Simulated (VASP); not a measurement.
# Pd (Pm-3m) in VASP: further runs

The runs below take Pd through single point, with LDA.

Everything below comes from runs of VASP 6.6.1. Logs are shortened: lines on timing, memory, paths and dates and some standing lists are left out, and cuts for length are marked.

### 1 The cell of the first run

The structure is cubic, space group Pm-3m (No. 221). Conventional cell: a = 2.538 Å, b = 2.538 Å, c = 2.538 Å, α = 90.00°, β = 90.00°, γ = 90.00°. Within 3.3 Å of Pd (site symmetry m-3m) lie 6 Pd at 2.54 Å.

This isn't the form of Pd at room conditions, which is fcc.

### 2 Single point, LDA, collinear spin (16.34 Å³/atom)

Contents of INCAR:

```
SYSTEM = Pd
PREC = Accurate ; ENCUT = 520
EDIFF = 1E-6 ; ISMEAR = -1
SIGMA = 0.05 ; LREAL = .FALSE.
LASPH = .TRUE. ; NELM = 150
ALGO = Normal ; ISIF = 2
LWAVE = .FALSE. ; LCHARG = .TRUE.
ISPIN = 2 ; MAGMOM = 0.5 -0.5
LORBIT = 11 ; LMAXMIX = 4
GGA = CA ; LELF = .TRUE.
LVHAR = .TRUE. ; NBANDS = 21
```

Contents of KPOINTS:

```
regular mesh
0
G
  18 18 18
  0 0 0
```

Contents of POSCAR:

```
Pd
1.0
    0.0000000000      2.5375454346      2.5375454346
    2.5375454346      0.0000000000      2.5375454346
    2.5375454346      2.5375454346      0.0000000000
Pd
2
Direct
    0.0000000000      0.0000000000      0.0000000000
    0.5000000000      0.5000000000      0.5000000000
```

Potentials or basis: VASP PAW LDA potentials, release 64 (Pd).

On the command line:

```sh
$ cat potpaw_LDA.64/Pd/POTCAR > POTCAR
$ mpirun -np 1 vasp_std > vasp.out
```

OUTCAR:

```text
SYSTEM = Pd
   PREC = Accurate
   ENCUT = 520
   EDIFF = 1E-6
   ISMEAR = -1
   LREAL = .FALSE.
   LASPH = .TRUE.
   NELM = 150
   ISIF = 2
   ISPIN = 2
   LORBIT = 11
   GGA = CA

 ion  position               nearest neighbor table
   1  0.000  0.000  0.000-   2 2.54   2 2.54   2 2.54   2 2.54   2 2.54   2 2.54
   2  0.500  0.500  0.500-   1 2.54   1 2.54   1 2.54   1 2.54   1 2.54   1 2.54

  LATTYP: Found a face centered cubic cell.
 ALAT       =     5.0750908692

  Lattice vectors:

 A1 = (   0.0000000000,   2.5375454346,   2.5375454346)
 A2 = (   2.5375454346,   0.0000000000,   2.5375454346)
 A3 = (   2.5375454346,   2.5375454346,   0.0000000000)

Analysis of symmetry for initial positions (statically):
=====================================================================
 Subroutine PRICEL returns following result:

  LATTYP: Found a simple cubic cell.
 ALAT       =     2.5375454346

  Lattice vectors:

 A1 = (  -2.5375454346,   0.0000000000,   0.0000000000)
 A2 = (   0.0000000000,   0.0000000000,   2.5375454346)
 A3 = (   0.0000000000,   2.5375454346,   0.0000000000)

   2 primitive cells build up your supercell.

 Routine SETGRP: Setting up the symmetry group for a
 face centered cubic supercell.

 Subroutine GETGRP returns: Found 48 space group operations
 (whereof 48 operations were pure point group operations)
 out of a pool of 48 trial point group operations.

The static configuration has the point symmetry O_h .

Analysis of symmetry for dynamics (positions and initial velocities):
=====================================================================
 Subroutine PRICEL returns following result:

  LATTYP: Found a simple cubic cell.
 ALAT       =     2.5375454346

  Lattice vectors:

 A1 = (  -2.5375454346,   0.0000000000,   0.0000000000)
 A2 = (   0.0000000000,   0.0000000000,   2.5375454346)
 A3 = (   0.0000000000,   2.5375454346,   0.0000000000)

   2 primitive cells build up your supercell.

 Routine SETGRP: Setting up the symmetry group for a
 face centered cubic supercell.

 Subroutine GETGRP returns: Found 48 space group operations
 (whereof 48 operations were pure point group operations)
 out of a pool of 48 trial point group operations.

The dynamic configuration has the point symmetry O_h .

Analysis of structural, dynamic, and magnetic symmetry:
=====================================================================
 Subroutine PRICEL returns following result:

  LATTYP: Found a simple cubic cell.
 ALAT       =     2.5375454346

  Lattice vectors:

 A1 = (  -2.5375454346,   0.0000000000,   0.0000000000)
 A2 = (   0.0000000000,   0.0000000000,   2.5375454346)
 A3 = (   0.0000000000,   2.5375454346,   0.0000000000)

   2 primitive cells build up your supercell.

 Routine SETGRP: Setting up the symmetry group for a
 face centered cubic supercell.

 Subroutine GETGRP returns: Found 48 space group operations
 (whereof 48 operations were pure point group operations)
 out of a pool of 48 trial point group operations.

The overall configuration has the point symmetry O_h .

 Subroutine INISYM returns: Found 48 space group operations
 (whereof 48 operations are pure point group operations),
 and found     2 'primitive' translations

----------------------------------------------------------------------------------------

                                     Primitive cell

  volume of cell :      16.3396

  direct lattice vectors                    reciprocal lattice vectors
    -2.537545435  0.000000000  0.000000000    -0.394081614  0.000000000  0.000000000
     0.000000000  0.000000000  2.537545435     0.000000000  0.000000000  0.394081614
     0.000000000  2.537545435  0.000000000     0.000000000  0.394081614  0.000000000

  length of vectors
     2.537545435  2.537545435  2.537545435     0.394081614  0.394081614  0.394081614

  position of ions in fractional coordinates (direct lattice)
     0.000000000  0.000000000  0.000000000

  ion indices of the primitive-cell ions
   primitive index   ion index
                 1           1

----------------------------------------------------------------------------------------

 KPOINTS: regular mesh

Automatic generation of k-mesh.
 Grid dimensions read from file:
 generate k-points for:   18   18   18

 Generating k-lattice:

  Cartesian coordinates                     Fractional coordinates (reciprocal lattice)
    -0.010946711  0.010946711  0.010946711     0.055555556  0.000000000  0.000000000
     0.010946711 -0.010946711  0.010946711     0.000000000  0.055555556  0.000000000
     0.010946711  0.010946711 -0.010946711     0.000000000  0.000000000  0.055555556

  Length of vectors
     0.018960260  0.018960260  0.018960260

  Shift w.r.t. Gamma in fractional coordinates (k-lattice)
     0.000000000  0.000000000  0.000000000

 Subroutine IBZKPT returns following result:
 ===========================================

 Found    195 irreducible k-points:

 Following reciprocal coordinates:
            Coordinates               Weight
  0.000000  0.000000  0.000000      1.000000
  0.055556  0.000000  0.000000      8.000000
  0.111111  0.000000  0.000000      8.000000
  0.166667  0.000000  0.000000      8.000000
  0.222222  0.000000  0.000000      8.000000
  0.277778  0.000000  0.000000      8.000000
[... 16 lines left out ...]
 -0.277778  0.055556  0.000000     24.000000
 -0.222222  0.055556  0.000000     24.000000
 [... further k-points ...]
   k-points           NKPTS =    195   k-points in BZ     NKDIM =    195   number of bands    NBANDS=     21
   number of dos      NEDOS =    301   number of ions     NIONS =      2
   total plane-waves  NPLWV =  21952
   dimension x,y,z NGX =    28 NGY =   28 NGZ =   28
   dimension x,y,z NGXF=    56 NGYF=   56 NGZF=   56
   ions per type =               2
   NGX,Y,Z   is equivalent  to a cutoff of  12.97, 12.97, 12.97 a.u.
   NGXF,Y,Z  is equivalent  to a cutoff of  25.94, 25.94, 25.94 a.u.
 SYSTEM =  Pd
   PREC   = accura    normal or accurate (medium, high low for compatibility)
   ISTART =      0    job   : 0-new  1-cont  2-samecut
   ICHARG =      2    charge: 1-file 2-atom 10-const
   ISPIN  =      2    spin polarized calculation?
   LNONCOLLINEAR =      F non collinear calculations
   LSORBIT =      F    spin-orbit coupling
   LASPH  =      T    aspherical Exc in radial PAW
   ENCUT  =  520.0 eV  38.22 Ry    6.18 a.u.   6.67  6.67  6.67*2*pi/ulx,y,z
   NELM   =    150;   NELMIN=  2; NELMDL= -5     # of ELM steps
   EDIFF  = 0.1E-05   stopping-criterion for ELM
   LREAL  =      F    real-space projection
[... 7 lines left out ...]
   TEBEG  =    0.0;   TEEND  =   0.0 temperature during run
   PSTRESS=    0.0 pullay stress
   NELECT =      20.0000    total number of electrons
   NUPDOWN=      -1.0000    fix difference up-down
   EMIN   =  10.00;   EMAX   =-10.00  energy-range for DOS
   EFERMI =   0.00;   METHOD = LEGACY
   ISMEAR =    -1;   SIGMA  =   0.05  broadening in eV -4-tet -1-fermi 0-gaus
   EFERMI_NEDOS =   21; number of points for ismear=-14 and -15
   IALGO  =     38    algorithm
   IMIX   =      4    mixing-type and parameters
     AMIX     =   0.40;   BMIX     =  1.00
     AMIX_MAG =   1.60;   BMIX_MAG =  1.00
  volume/ion in A,a.u.               =      16.34       110.27
  Fermi-wavevector in a.u.,A,eV,Ry     =   1.389935  2.626595 26.285339  1.931918
  Thomas-Fermi vector in A             =   2.513918
   LORBIT       =     11    0 simple, 1 ext, 2 COOP (PROOUT), +10 PAW based schemes
   GGA     = CA    functional components
   LHFCALC =     F    Hartree Fock is set to
   AEXX    =    0.0000 exact exchange contribution
   IVDW    =     0    specifies the selected vdW correction
   LEPSILON=     F    determine dielectric tensor
   LRPA    =     F    only Hartree local field effects (RPA)
 spin polarized calculation
  energy-cutoff  :      520.00
  volume of cell :       32.68
 maximum number of plane-waves:       901
   NGX = 13   NGY = 13   NGZ = 13

 number of electron      20.0000002 magnetization      -0.0000000

 number of electron      20.0000002 magnetization       0.0000000

 Free energy of the ion-electron system (eV)
  ---------------------------------------------------
  ext. energy  EPLUGINS =         0.00000000
  ---------------------------------------------------
  free energy    TOTEN  =       -11.78288543 eV

  energy without entropy =      -11.75773138  energy(sigma->0) =      -11.77030840

 E-fermi :   8.2276     XC(G=0): -12.7698

 val. band max:        8.2187366022   @ k =   0.3333   0.2222   0.0556
 cond. band min:       8.2295376381   @ k =   0.2778   0.1667   0.0000
 fundamental gap:      0.0108010359
 Fermi energy:         8.2275804898

 spin component 1

 k-point     1 :       0.0000    0.0000    0.0000
  band No.  band energies     occupation
      1       1.6069      1.00000
      2       3.0896      1.00000
      3       3.0896      1.00000
      4       3.8256      1.00000
      5       3.8256      1.00000
      6       3.8256      1.00000
[... 550 lines left out ...]
      5       4.3736      1.00000
      6       4.5732      1.00000
[... 13 lines left out ...]
     20      28.1163      0.00000
     21      29.3487      0.00000

 [... further k-points ...]

 spin component 2

 k-point     1 :       0.0000    0.0000    0.0000
  band No.  band energies     occupation
      1       1.6069      1.00000
      2       3.0896      1.00000
      3       3.0896      1.00000
      4       3.8256      1.00000
      5       3.8256      1.00000
      6       3.8256      1.00000
[... 550 lines left out ...]
      5       4.3736      1.00000
      6       4.5732      1.00000
[... 13 lines left out ...]
     20      28.1163      0.00000
     21      29.3487      0.00000

 [... further k-points ...]

------------------------ aborting loop because EDIFF is reached ----------------------------------------

  FORCE on cell =-STRESS in cart. coord.  units (eV):
  Direction    XX          YY          ZZ          XY          YZ          ZX
  --------------------------------------------------------------------------------------
  -------------------------------------------------------------------------------------
  Total        0.0575580      0.0575580      0.0575580     -0.0000000      0.0000000     -0.0000000
  in kB        2.8219215      2.8219215      2.8219215     -0.0000000      0.0000000     -0.0000000
  external PRESSURE =       2.8219215 kB  Pullay stress =       0.0000000 kB

 VOLUME and BASIS-vectors are now :
 -----------------------------------------------------------------------------
  energy-cutoff  :      520.00
  volume of cell :       32.68
      direct lattice vectors                 reciprocal lattice vectors
     0.000000000  2.537545435  2.537545435    -0.197040807  0.197040807  0.197040807
     2.537545435  0.000000000  2.537545435     0.197040807 -0.197040807  0.197040807
     2.537545435  2.537545435  0.000000000     0.197040807  0.197040807 -0.197040807

 POSITION                                       TOTAL-FORCE (eV/Angst)
 -----------------------------------------------------------------------------------
      0.00000      0.00000      0.00000         0.000000     -0.000000      0.000000
      2.53755      2.53755      2.53755        -0.000000      0.000000     -0.000000
 -----------------------------------------------------------------------------------
    total drift:                                0.000000      0.000000      0.000000

  FREE ENERGIE OF THE ION-ELECTRON SYSTEM (eV)
  ---------------------------------------------------
  free  energy   TOTEN  =       -11.7828854280 eV

  energy  without entropy=      -11.7577313808  energy(sigma->0) =      -11.77030840

 total charge

# of ion       s       p       d       tot
------------------------------------------
    1        0.534   0.409   8.549   9.492
    2        0.534   0.409   8.549   9.492
--------------------------------------------------
tot          1.068   0.818  17.097  18.983

 magnetization (x)

# of ion       s       p       d       tot
------------------------------------------
    1        0.000   0.000  -0.000  -0.000
    2       -0.000  -0.000   0.000   0.000
--------------------------------------------------
tot          0.000   0.000   0.000   0.000
```

Wall time 2.9 min (1 thread of Oxide Virtual Turin-like, shared host); peak memory 0.25 GiB.

Results:

```yaml
Free_energy: -11.7829 eV
Pressure: 0.3 GPa
Band_gap_on_the_k_mesh: zero (filled and empty bands overlap)
Net_moment: 0.00 μB per cell
Valence_electrons_inside_the_program's_atomic_spheres: Pd 9.49
```

Levels at points of the mesh, in eV from the Fermi level:
Spin up:
```
           k point  band 6  band 7  band 8  band 9  band 10  band 11  band 12  band 13  band 14  band 15
(0.00, 0.00, 0.00)   -4.40    0.05    0.05    0.05     1.43     1.43    10.98    11.62    11.62    11.62
(0.50, 0.00, 0.00)   -2.85   -1.84   -1.84   -1.84    -1.84     0.57     0.57    13.76    13.76    13.76
(0.50, 0.50, 0.00)   -1.74   -1.40   -1.40    0.10     0.22     1.32     5.27     5.56     5.56    12.46
```
Spin down:
```
           k point  band 8  band 9  band 10  band 11  band 12  band 13
(0.00, 0.00, 0.00)    0.05    0.05     1.43     1.43    10.98    11.62
(0.50, 0.00, 0.00)   -1.84   -1.84    -1.84     0.57     0.57    13.76
(0.50, 0.50, 0.00)   -1.40    0.10     0.22     1.32     5.27     5.56
```

### 3 Single point, LDA, collinear spin (18.30 Å³/atom)

This run uses another cell than the first one, of 18.30 Å³/atom.

Contents of INCAR:

```
SYSTEM = Pd
  ALGO = Normal
  EDIFF = 1E-7
  ENCUT = 520
  ISIF = 2
  ISMEAR = -1
  ISPIN = 2
  LASPH = .True.
  LCHARG = .False.
  LMAXMIX = 4
  LORBIT = 11
  LREAL = .False.
  LWAVE = .False.
  MAGMOM = 0.5 -0.5
  NBANDS = 21
  NELM = 150
  PREC = Accurate
  SIGMA = 0.05
```

Contents of KPOINTS:

```
k-points
0
Gamma
  18 18 18
  0 0 0
```

Contents of POSCAR:

```
Pd
1.0
    0.0000000000      2.6352379404      2.6352379404
    2.6352379404      0.0000000000      2.6352379404
    2.6352379404      2.6352379404      0.0000000000
Pd
2
Direct
    0.0000000000      0.0000000000      0.0000000000
    0.5000000000      0.5000000000      0.5000000000
```

Potentials or basis: VASP PAW LDA potentials, release 64 (Pd).

On the command line:

```sh
$ cat potpaw_LDA.64/Pd/POTCAR > POTCAR
$ mpirun -np 1 vasp_std > vasp.out
```

It took 4.8 min on 1 thread of Oxide Virtual Turin-like, shared host; peak memory 0.27 GiB.

Results (log left out):

* Free energy: -11.5977 eV
* Pressure: -13.8 GPa
* Band gap on the k mesh: zero (filled and empty bands overlap)
* Net moment: 0.00 μB per cell
* Valence electrons inside the program's atomic spheres: Pd 9.29

Levels at points of the mesh, in eV from the Fermi level:
Spin up:
| k point | band 8 | band 9 | band 10 | band 11 | band 12 | band 13 |
| --- | --- | --- | --- | --- | --- | --- |
| (0.00, 0.00, 0.00) | 0.02 | 0.02 | 1.15 | 1.15 | 10.76 | 10.76 |
| (0.50, 0.00, 0.00) | -1.54 | -1.54 | -1.54 | 0.56 | 0.56 | 12.77 |
| (0.50, 0.50, 0.00) | -1.18 | 0.16 | 0.46 | 1.06 | 4.62 | 5.39 |
Spin down:
| k point | band 8 | band 9 | band 10 | band 11 | band 12 | band 13 |
| --- | --- | --- | --- | --- | --- | --- |
| (0.00, 0.00, 0.00) | 0.02 | 0.02 | 1.15 | 1.15 | 10.76 | 10.76 |
| (0.50, 0.00, 0.00) | -1.54 | -1.54 | -1.54 | 0.56 | 0.56 | 12.77 |
| (0.50, 0.50, 0.00) | -1.18 | 0.16 | 0.46 | 1.06 | 4.62 | 5.39 |

Caveat: the cell stands under tension.
